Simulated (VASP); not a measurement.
A run of VASP 6.6.1 is set up as follows.

Contents of POSCAR:

```
MoS2
1.0
    3.1840853409      0.0000000000      0.0000000000
   -1.5920426704      2.7574987930      0.0000000000
    0.0000000000      0.0000000000     30.5479929230
Mo S
4 8
Direct
    0.6666666667      0.3333333333      0.8934955818
    0.6666666667      0.3333333333      0.3189770625
    0.3333333333      0.6666666667      0.6810229375
    0.3333333333      0.6666666667      0.1065044182
    0.3333333333      0.6666666667      0.9443323127
    0.3333333333      0.6666666667      0.3697927279
    0.6666666667      0.3333333333      0.7318633388
    0.6666666667      0.3333333333      0.1573415301
    0.3333333333      0.6666666667      0.8426584699
    0.3333333333      0.6666666667      0.2681366612
    0.6666666667      0.3333333333      0.6302072721
    0.6666666667      0.3333333333      0.0556676873
```

INCAR.step1

```
SYSTEM = MoS2
PREC     = Accurate       ! precision mode
ENCUT    = 520            ! plane-wave cutoff, eV
ISMEAR   = 0              ! smearing method
SIGMA    = 0.02           ! smearing width, eV
LREAL    = .FALSE.        ! projectors in reciprocal space
LASPH    = .TRUE.         ! aspherical terms in the spheres
NELM     = 60             ! most SCF steps
NBANDS   = 64             ! bands
GGA      = PE             ! functional
ALGO     = Normal         ! electronic algorithm
EDIFF    = 1E-4           ! SCF threshold, eV
LWAVE    = .TRUE.         ! write WAVECAR
LCHARG   = .FALSE.        ! write CHGCAR
```

The input INCAR.step2:

```
SYSTEM = MoS2
PREC     = Accurate       ! precision mode
ENCUT    = 520            ! plane-wave cutoff, eV
EDIFF    = 1E-6           ! SCF threshold, eV
ISMEAR   = 0              ! smearing method
SIGMA    = 0.02           ! smearing width, eV
LREAL    = .FALSE.        ! projectors in reciprocal space
LASPH    = .TRUE.         ! aspherical terms in the spheres
NELM     = 60             ! most SCF steps
ALGO     = Normal         ! electronic algorithm
ISIF     = 2              ! what is computed and relaxed
LWAVE    = .FALSE.        ! write WAVECAR
LCHARG   = .FALSE.        ! write CHGCAR
METAGGA  = R2SCAN         ! meta-GGA
LMIXTAU  = .TRUE.       
NBANDS   = 64             ! bands
ISTART   = 1
```

The input KPOINTS:

```
regular mesh
0
G
  12 12 1
  0 0 0
```

Potentials or basis: VASP PAW PBE potentials, release 64 (Mo_sv, S).

The run is started by

```console
$ cat potpaw_PBE.64/Mo_sv/POTCAR potpaw_PBE.64/S/POTCAR > POTCAR
$ cp INCAR.step1 INCAR
$ mpirun -np 1 vasp_std > vasp.out
$ cp INCAR.step2 INCAR
$ mpirun -np 1 vasp_std > vasp.out
```

Q: Estimate the pressure.

A: 0.0 GPa.

Q: What does it give for the band gap on the k mesh?

A: 1.24 eV (least direct gap 1.74 eV).

Stress tensor (GPa, compression positive):
```
 0.06  0.00  0.00
 0.00  0.06  0.00
 0.00  0.00 -0.04
```

Caveat: the PAW data sets were made with another functional, which shifts forces and pressure a little; an odd mesh through Γ misses points on the zone boundary, where band edges can lie.
